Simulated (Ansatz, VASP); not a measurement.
**One calculation of BAs, two programs**

```
B As
1.0
     0.00000    2.29296    2.48404
     2.29296    0.00000    2.48404
     2.29296    2.29296    0.00000
B As
1 1
Direct
  0.00000 0.00000 0.00000
  0.75000 0.75000 0.75000
```

Change from the starting cell: strain -0.040 along x and y, +0.040 along z, atoms carried along.

Alike in both runs: task single point; functional LDA; k mesh 10 × 10 × 10; occupations gaussian, width 0.05 eV; no spin polarisation.

|  | VASP | Ansatz |
| --- | --- | --- |
| version | VASP 6.6.1 | Ansatz 0.2.0 |
| potentials or method | VASP PAW LDA potentials, release 64 (B, As_d), cutoff 600 eV | scalar-relativistic, plane waves, PAW |
| valence electrons in the cell | 18 | 18 |

Ansatz gave:

| Item | Value |
| --- | --- |
| gap on the k mesh at the Fermi level (eV) | 0.47 |
| least direct gap on the mesh (eV) | 2.89 |
| pressure (GPa) | 2.1 |
| traceless stress, the component that is largest in VASP (GPa) | -12.96 |

**Question.** What did VASP give for the same quantities?

**Answer.** gap on the k mesh at the Fermi level (eV): 0.47; least direct gap on the mesh (eV): 2.89; pressure (GPa): 3.1; traceless stress, the component that is largest in VASP (GPa): -12.94.

LDA's correlation is that of Perdew and Zunger in VASP and of Perdew and Wang (1992) in Ansatz.
